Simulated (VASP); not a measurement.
# SiAg2As2 (P6/mmm) in VASP: a series of runs, part 2 of 2

VASP 6.6.1. Earlier steps stand in the parts before.

### 3 Single point, PBE

This run uses another cell than the first one, of 29.37 Å³/atom, 1.361 times its volume.

File INCAR:

```
SYSTEM = SiAg2As2
ALGO = Normal
EDIFF = 1E-6
ENCUT = 520
GGA = PE
ISIF = 2
ISMEAR = 0
LASPH = .True.
LCHARG = .False.
LREAL = .False.
LWAVE = .False.
NBANDS = 26
NELM = 60
PREC = Accurate
SIGMA = 0.1
```

File KPOINTS:

```
k-points
0
Gamma
  6 6 2
  0 0 0
```

File POSCAR:

```
SiAg2As2
1.0
    4.7412924198     -0.0000000036      0.0000000000
   -2.3706462068      4.1060796841      0.0000000000
    0.0000000000      0.0000000000      7.5432020970
Si Ag As
1 2 2
Direct
    0.0000000000      0.0000000000      0.0000000000
    0.0000000000      0.0000000000      0.3233460891
    0.0000000000      0.0000000000      0.6766539109
    0.3333333333      0.6666666667      0.0000000000
    0.6666666667      0.3333333333      0.0000000000
```

Potentials or basis: VASP PAW PBE potentials, release 64 (Si, Ag, As).

The run is started by

```bash
cat potpaw_PBE.64/Si/POTCAR potpaw_PBE.64/Ag/POTCAR potpaw_PBE.64/As/POTCAR > POTCAR
mpirun -np 1 vasp_std > vasp.out
```

OUTCAR:

```text
SYSTEM = SiAg2As2
   EDIFF = 1E-6
   ENCUT = 520
   GGA = PE
   ISIF = 2
   ISMEAR = 0
   LASPH = .True.
   LREAL = .False.
   NELM = 60
   PREC = Accurate

 ion  position               nearest neighbor table
   1  0.000  0.000  0.000-   2 2.44   3 2.44   4 2.74   5 2.74   4 2.74   5 2.74   5 2.74   4 2.74

   2  0.000  0.000  0.323-   1 2.44   3 2.67
   3  0.000  0.000  0.677-   1 2.44   2 2.67
   4  0.333  0.667  0.000-   5 2.74   5 2.74   1 2.74   1 2.74   1 2.74   5 2.74
   5  0.667  0.333  0.000-   4 2.74   4 2.74   1 2.74   1 2.74   1 2.74   4 2.74

  LATTYP: Found a hexagonal cell.
 ALAT       =     4.7412924198
 C/A-ratio  =     1.5909590527

  Lattice vectors:

 A1 = (   4.7412924198,  -0.0000000036,   0.0000000000)
 A2 = (  -2.3706462068,   4.1060796841,   0.0000000000)
 A3 = (   0.0000000000,   0.0000000000,   7.5432020970)

Analysis of symmetry for initial positions (statically):
=====================================================================
 Subroutine PRICEL returns:
 Original cell was already a primitive cell.

 Routine SETGRP: Setting up the symmetry group for a
 hexagonal supercell.

 Subroutine GETGRP returns: Found 24 space group operations
 (whereof 24 operations were pure point group operations)
 out of a pool of 24 trial point group operations.

The static configuration has the point symmetry D_6h.

Analysis of symmetry for dynamics (positions and initial velocities):
=====================================================================
 Subroutine PRICEL returns:
 Original cell was already a primitive cell.

 Routine SETGRP: Setting up the symmetry group for a
 hexagonal supercell.

 Subroutine GETGRP returns: Found 24 space group operations
 (whereof 24 operations were pure point group operations)
 out of a pool of 24 trial point group operations.

The dynamic configuration has the point symmetry D_6h.
[... 111 lines left out ...]
   IALGO  =     38    algorithm
   IMIX   =      4    mixing-type and parameters
     AMIX     =   0.40;   BMIX     =  1.00
     AMIX_MAG =   1.60;   BMIX_MAG =  1.00
  volume/ion in A,a.u.               =      29.37       198.20
  Fermi-wavevector in a.u.,A,eV,Ry     =   1.024587  1.936190 14.283117  1.049780
  Thomas-Fermi vector in A             =   2.158383
   LORBIT       =      0    0 simple, 1 ext, 2 COOP (PROOUT), +10 PAW based schemes
   GGA     = PE    functional components
   LHFCALC =     F    Hartree Fock is set to
   AEXX    =    0.0000 exact exchange contribution
   IVDW    =     0    specifies the selected vdW correction
   LEPSILON=     F    determine dielectric tensor
   LRPA    =     F    only Hartree local field effects (RPA)
 non-spin polarized calculation
 Gauss-broadening in eV      SIGMA  =   0.10
  energy-cutoff  :      520.00
  volume of cell :      146.85
 maximum number of plane-waves:      3983
 NGX is ok and might be reduce to    36
   NGX = 17   NGY = 17   NGZ = 29

 number of electron      35.9999994 magnetization

 Free energy of the ion-electron system (eV)
  ---------------------------------------------------
  ext. energy  EPLUGINS =         0.00000000
  ---------------------------------------------------
  free energy    TOTEN  =       -16.37901334 eV

  energy without entropy =      -16.36866478  energy(sigma->0) =      -16.37383906

 E-fermi :   2.5507     XC(G=0):  -8.3818

 val. band max:        2.5265247015   @ k =   0.3333   0.1667   0.0000
 cond. band min:       2.8203282724   @ k =   0.1667   0.1667   0.5000
 fundamental gap:      0.2938035710
 Fermi energy:         2.5507349305

 k-point     1 :       0.0000    0.0000    0.0000
  band No.  band energies     occupation
      1     -11.1033      2.00000
      2      -5.2371      2.00000
      3      -3.6739      2.00000
      4      -2.2779      2.00000
      5      -1.8904      2.00000
      6      -1.8904      2.00000
[... 395 lines left out ...]
     25       7.5619      0.00000
     26       7.5619      0.00000

------------------------ aborting loop because EDIFF is reached ----------------------------------------

  FORCE on cell =-STRESS in cart. coord.  units (eV):
  Direction    XX          YY          ZZ          XY          YZ          ZX
  --------------------------------------------------------------------------------------
  -------------------------------------------------------------------------------------
  Total       -0.2607246     -0.2607246      0.1119867      0.0000000      0.0000000     -0.0000000
  in kB       -2.8445446     -2.8445446      1.2217918      0.0000000      0.0000000     -0.0000000
  external PRESSURE =      -1.4890991 kB  Pullay stress =       0.0000000 kB

 VOLUME and BASIS-vectors are now :
 -----------------------------------------------------------------------------
  energy-cutoff  :      520.00
  volume of cell :      146.85
      direct lattice vectors                 reciprocal lattice vectors
     4.741292420 -0.000000004  0.000000000     0.210912956  0.121770652  0.000000000
    -2.370646207  4.106079684  0.000000000     0.000000000  0.243541304  0.000000000
     0.000000000  0.000000000  7.543202097     0.000000000  0.000000000  0.132569695

 POSITION                                       TOTAL-FORCE (eV/Angst)
 -----------------------------------------------------------------------------------
      0.00000      0.00000      0.00000         0.000000     -0.000000      0.000000
      0.00000      0.00000      2.43906         0.000000      0.000000      0.017297
      0.00000      0.00000      5.10414        -0.000000     -0.000000     -0.017297
      0.00000      2.73739      0.00000        -0.000000     -0.000000      0.000000
      2.37065      1.36869      0.00000         0.000000      0.000000     -0.000000
 -----------------------------------------------------------------------------------
    total drift:                                0.000000      0.000000      0.000000

  FREE ENERGIE OF THE ION-ELECTRON SYSTEM (eV)
  ---------------------------------------------------
  free  energy   TOTEN  =       -16.3790133433 eV

  energy  without entropy=      -16.3686647846  energy(sigma->0) =      -16.37383906
```

stdout:

```text
POSCAR found type information on POSCAR SiAgAs
 POSCAR found :  3 types and       5 ions
 scaLAPACK will be used
 LDA part: xc-table for (Slater+PW92), standard interpolation
 POSCAR, INCAR and KPOINTS ok, starting setup
 FFT: planning ... GRIDC
 FFT: planning ... GRID_SOFT
 FFT: planning ... GRID
 WAVECAR not read
 entering main loop
```

Run time: 51 s. Hardware: 1 thread of Intel Xeon 6975P-C, shared host; peak memory 0.28 GiB.

What came out:

```
Free energy            : -16.3790 eV
Pressure               : -0.1 GPa
Largest force          : 0.017 eV/Å
Band gap on the k mesh : zero (band 18 reaches 3.47 eV, above the bottom of band 19 at 0.97 eV)
```

Forces on the atoms (eV/Å):
```
Si   0.000  0.000  0.000
Ag   0.000  0.000  0.017
Ag   0.000  0.000 -0.017
As   0.000  0.000  0.000
As   0.000  0.000  0.000
```

Caveat: the k points lie up to 0.42 Å⁻¹ apart.

### 4 Relaxation of cell and atoms, PBE

File INCAR:

```
  PREC = Accurate
  ENCUT = 600
  EDIFF = 1E-6
  ISMEAR = 0
  SIGMA = 0.1
  LREAL = False
  LASPH = True
  NELM = 100
  ALGO = Normal
  ISIF = 3
  LWAVE = False
  LCHARG = False
  GGA = PE
  IBRION = 2
  NSW = 90
  EDIFFG = -0.04
```

File KPOINTS:

```
Automatic mesh
0
Gamma
  6 6 2
```

File POSCAR:

```
SiAg2As2
1.0
    3.8401876900      0.0000000000      0.0000000000
   -1.9200938400      3.3257000900      0.0000000000
    0.0000000000      0.0000000000      8.4462844700
Si Ag As
1 2 2
Direct
    0.0000000000      0.0000000000      0.0000000000
    0.0000000000      0.0000000000      0.2983583000
    0.0000000000      0.0000000000      0.7016417000
    0.3333333300      0.6666666700      0.0000000000
    0.6666666700      0.3333333300      0.0000000000
```

Potentials or basis: VASP PAW PBE potentials, release 64 (Si, Ag, As).

The run is started by

```bash
cat potpaw_PBE.64/Si/POTCAR potpaw_PBE.64/Ag/POTCAR potpaw_PBE.64/As/POTCAR > POTCAR
mpirun -np 1 vasp_std > vasp.out
```

OUTCAR:

```text
PREC = Accurate
   ENCUT = 600
   EDIFF = 1E-6
   ISMEAR = 0
   LREAL = False
   LASPH = True
   NELM = 100
   ISIF = 3
   GGA = PE
   IBRION = 2
   NSW = 90
   EDIFFG = -0.04

 ion  position               nearest neighbor table
   1  0.000  0.000  0.000-   4 2.22   5 2.22   4 2.22   5 2.22   5 2.22   4 2.22   2 2.52   3 2.52

   2  0.000  0.000  0.298-   1 2.52   3 3.41
   3  0.000  0.000  0.702-   1 2.52   2 3.41
   4  0.333  0.667  0.000-   5 2.22   1 2.22   5 2.22   1 2.22   1 2.22   5 2.22
   5  0.667  0.333  0.000-   4 2.22   1 2.22   4 2.22   1 2.22   1 2.22   4 2.22

  LATTYP: Found a hexagonal cell.
 ALAT       =     3.8401876900
 C/A-ratio  =     2.1994457438

  Lattice vectors:

[... 642 lines left out ...]
  ---------------------------------------------------
  free  energy   TOTEN  =       -15.8901893075 eV

  energy  without entropy=      -15.8798315573  energy(sigma->0) =      -15.88501043

[... ionic steps 4 to 11 ...]

--------------------------------------- Ionic step       12  -------------------------------------------

 number of electron      35.9999995 magnetization

------------------------ aborting loop because EDIFF is reached ----------------------------------------
[... 73 lines left out ...]
--------------------------------------- Ionic step       14  -------------------------------------------

 number of electron      35.9999992 magnetization

 Free energy of the ion-electron system (eV)
  ---------------------------------------------------
  ext. energy  EPLUGINS =         0.00000000
  ---------------------------------------------------
  free energy    TOTEN  =       -16.37062582 eV

  energy without entropy =      -16.36026950  energy(sigma->0) =      -16.36544766

 E-fermi :   2.5917     XC(G=0):  -8.4023

 val. band max:        2.5666501056   @ k =   0.3333   0.1667   0.0000
 cond. band min:       2.8633368454   @ k =   0.3333   0.0000   0.5000
 fundamental gap:      0.2966867398
 Fermi energy:         2.5916525903

 k-point     1 :       0.0000    0.0000    0.0000
  band No.  band energies     occupation
      1     -11.1245      2.00000
      2      -5.1622      2.00000
      3      -3.5963      2.00000
      4      -2.2670      2.00000
      5      -1.8471      2.00000
      6      -1.8471      2.00000
[... 371 lines left out ...]
  FREE ENERGIE OF THE ION-ELECTRON SYSTEM (eV)
  ---------------------------------------------------
  free  energy   TOTEN  =       -16.3706258219 eV

  energy  without entropy=      -16.3602694998  energy(sigma->0) =      -16.36544766

 reached required accuracy - stopping structural energy minimisation
```

CONTCAR:

```text
SiAg2As2
   1.00000000000000
     4.7249776496116072    0.0000000013060564   -0.0000000000000000
    -2.3624888175227117    4.0919506680789217   -0.0000000000000000
    -0.0000000000000000   -0.0000000000000000    7.5574961374888057
  Si              Ag              As
     1     2     2
Direct
     0.0000000000000000    0.0000000000000000    0.0000000000000000
     0.0000000000000000    0.0000000000000000    0.3234546789846811
     0.0000000000000000    1.0000000000000000    0.6765453210153191
     0.3333333300000021    0.6666666699999979    0.0000000000000000
     0.6666666699999979    0.3333333300000021    0.0000000000000000

  0.00000000E+00  0.00000000E+00  0.00000000E+00
  0.00000000E+00  0.00000000E+00  0.00000000E+00
  0.00000000E+00  0.00000000E+00  0.00000000E+00
  0.00000000E+00  0.00000000E+00  0.00000000E+00
  0.00000000E+00  0.00000000E+00  0.00000000E+00
```

It took 6.8 min on 1 thread of Intel Xeon 6975P-C, shared host; peak memory 0.29 GiB.

Results:

- Free energy: -16.3706 eV
- Relaxed volume: 29.22 Å³/atom
- Relaxed cell: a = 4.725 Å, b = 4.725 Å, c = 7.557 Å, α = 90.00°, β = 90.00°, γ = 120.00°
- Space group after relaxing (to 0.05 Å): P6/mmm (No. 191)
- Energy gained by relaxing: 1420.9 meV/atom
- Ionic steps: 14
- Pressure after relaxing: 0.0 GPa
- Largest force after relaxing: 0.014 eV/Å
- Band gap on the k mesh: zero (band 18 reaches 3.53 eV, above the bottom of band 19 at 0.99 eV)

Forces on the atoms (eV/Å):
```
Si   0.000  0.000  0.000
Ag   0.000  0.000  0.014
Ag   0.000  0.000 -0.014
As   0.000  0.000  0.000
As   0.000  0.000  0.000
```

Step by step:
```tsv
step	energy change (eV)	largest force (eV/Å)	pressure (GPa)	volume (Å³)
1	0.0000	0.9318	38.21	107.87
2	-5.5909	0.0599	-5.91	203.36
3	-6.6242	0.2386	-0.92	160.32
4	-6.6311	0.2016	-2.01	165.05
5	-6.6341	0.2145	-1.66	163.41
6	-6.8274	0.6168	-1.09	157.01
7	-6.9030	1.0818	-0.20	151.64
8	-6.9047	1.2064	0.07	150.40
9	-7.0311	0.8892	0.37	146.44
10	-7.0523	0.2313	1.06	143.00
11	-7.0590	0.5415	0.75	144.27
12	-7.1030	0.0134	-0.33	147.47
13	-7.1039	0.0460	-0.21	147.03
14	-7.1046	0.0140	0.04	146.12
```

Final structure:
```cif
data_structure
_symmetry_space_group_name_H-M 'P 1'
_symmetry_Int_Tables_number 1
_cell_length_a 4.7250
_cell_length_b 4.7250
_cell_length_c 7.5575
_cell_angle_alpha 90.000
_cell_angle_beta 90.000
_cell_angle_gamma 120.000
_cell_volume 146.12
loop_
_atom_site_label
_atom_site_type_symbol
_atom_site_fract_x
_atom_site_fract_y
_atom_site_fract_z
_atom_site_occupancy
Si1 Si 0.00000 0.00000 0.00000 1
Ag1 Ag 0.00000 0.00000 0.32345 1
Ag2 Ag 0.00000 0.00000 0.67655 1
As1 As 0.33333 0.66667 0.00000 1
As2 As 0.66667 0.33333 0.00000 1
```

Caveat: the k points lie up to 0.42 Å⁻¹ apart in the final cell; the volume moved by over 15 % at a fixed basis, so the end points are rough.

### 5 Overview

| task | cell | cutoff (eV) | gap on the mesh (eV) | pressure (GPa) | largest force (eV/Å) |
| --- | --- | --- | --- | --- | --- |
| single point | a = 3.840, b = 3.840, c = 8.446 Å, angles 90.0, 90.0, 120.0°, 5 atoms | 520 | none | 38.2 | 0.93 |
| single point | a = 4.741, b = 4.741, c = 7.543 Å, angles 90.0, 90.0, 120.0°, 5 atoms | 520 | none | -0.1 | 0.02 |
| relaxation of cell and atoms | relaxed from a = 3.840, b = 3.840, c = 8.446 Å, angles 90.0, 90.0, 120.0°, 5 atoms | 600 | none | 0.0 | 0.01 |

Alike in all rows: level PBE; potentials or basis VASP PAW PBE potentials, release 64 (Si, Ag, As); no spin polarisation; k mesh 6 × 6 × 2; smearing gaussian 0.1 eV.

Caveats: all runs use coarse meshes; the volume moved by over 15 % at a fixed basis, so the end points are rough (some runs).

Absolute energies hang on the potentials; compare differences alone.
